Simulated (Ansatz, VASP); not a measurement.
## One calculation of Ge, two programs

```
Ge
1.0
     5.71601    0.00000    0.00000
    -2.85800    4.95021    0.00000
     0.00000    0.00000    7.14069
Ge
10
Direct
  0.27409 0.00000 0.25000
  0.00000 0.27409 0.25000
  0.72591 0.72591 0.25000
  0.72591 0.00000 0.75000
  0.00000 0.72591 0.75000
  0.27409 0.27409 0.75000
  0.33333 0.66667 0.00000
  0.66667 0.33333 0.50000
  0.66667 0.33333 0.00000
  0.33333 0.66667 0.50000
```

Alike in both runs: functional PBE; k mesh 12 × 12 × 6; occupations gaussian, width 0.1 eV; no spin polarisation.

Ansatz relaxed the structure, and its values are those at the end. VASP's run is a single point on that final structure, the one shown.

|  | VASP | Ansatz |
| --- | --- | --- |
| version | VASP 6.6.1 | Ansatz 0.2.0 |
| potentials or method | VASP PAW PBE potentials, release 64 (Ge_d), cutoff 520 eV | scalar-relativistic, plane waves, PAW |
| valence electrons in the cell | 140 | 140 |

|  | VASP | Ansatz | Ansatz less VASP |
| --- | --- | --- | --- |
| gap on the k mesh at the Fermi level (eV) | none | none | - |
| pressure (GPa) | 0.0 | 0.0 | +0.03 |

A gap of «none» marks a metal or a gap that the smearing closes.
